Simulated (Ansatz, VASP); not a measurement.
## Two plane-wave programs on Al2Zn

File INCAR:

```
SYSTEM = Al2Zn
PREC = Accurate ; ENCUT = 520
EDIFF = 1E-6 ; ISMEAR = 0
SIGMA = 0.15 ; LREAL = .False.
LASPH = .True. ; NELM = 100
ALGO = Fast ; ISIF = 2
LWAVE = .False. ; LCHARG = .False.
NBANDS = 16
```

Contents of KPOINTS:

```
Automatic mesh
0
Gamma
  18 18 8
  0 0 0
```

The input POSCAR:

```
Al2Zn
1.0
    2.7570443079      0.0000000000      0.0000000000
   -1.3785221539      2.3876704100      0.0000000000
    0.0000000000      0.0000000000      7.4415382915
Al Zn
2 1
Direct
    0.3333333333      0.6666666667      0.3282219152
    0.6666666667      0.3333333333      0.6717780848
    0.0000000000      0.0000000000      0.0000000000
```

Input for Ansatz:

```yaml
crystal:
  lattice:
    - [2.7570443079, 0.0, 0.0]
    - [-1.3785221539, 2.38767041, 0.0]
    - [0.0, 0.0, 7.4415382915]
  atoms:
    - { symbol: Al, position: [0.3333333333, 0.6666666667, 0.3282219152] }
    - { symbol: Al, position: [0.6666666667, 0.3333333333, 0.6717780848] }
    - { symbol: Zn, position: [0.0, 0.0, 0.0] }
basis:
  ecutwfc: 520.0
kpoints:
  mp_grid: { grid: [18, 18, 8] }
hamiltonian:
  xc: lda
  pseudopotentials: { kind: paw }
scf:
  occupations: { method: gaussian, width: 0.15 }
output:
  forces: true
  stress: true
  eigenvalues: true
```

Alike in both runs: task single point; functional LDA; k mesh 18 × 18 × 8; occupations gaussian, width 0.15 eV; no spin polarisation.

|  | VASP | Ansatz |
| --- | --- | --- |
| version | VASP 6.6.1 | Ansatz 0.2.0 |
| potentials or method | VASP PAW LDA potentials, release 64 (Al, Zn), cutoff 520 eV | scalar-relativistic, plane waves, PAW |
| valence electrons in the cell | 18 | 18 |

Ansatz gave:

```
gap on the k mesh at the Fermi level (eV)                     : none
pressure (GPa)                                                : -4.7
traceless stress, the component that is largest in VASP (GPa) : -3.61
rms of the force components (eV/Å)                            : 0.003
```

Problem. Estimate VASP's values.

Solution. gap on the k mesh at the Fermi level (eV): none; pressure (GPa): -4.5; traceless stress, the component that is largest in VASP (GPa): -3.65; rms of the force components (eV/Å): 0.006.

LDA's correlation is that of Perdew and Zunger in VASP and of Perdew and Wang (1992) in Ansatz. Atom by atom the forces differ by 0.003 eV/Å (rms over components). A gap of «none» marks a metal or a gap that the smearing closes.
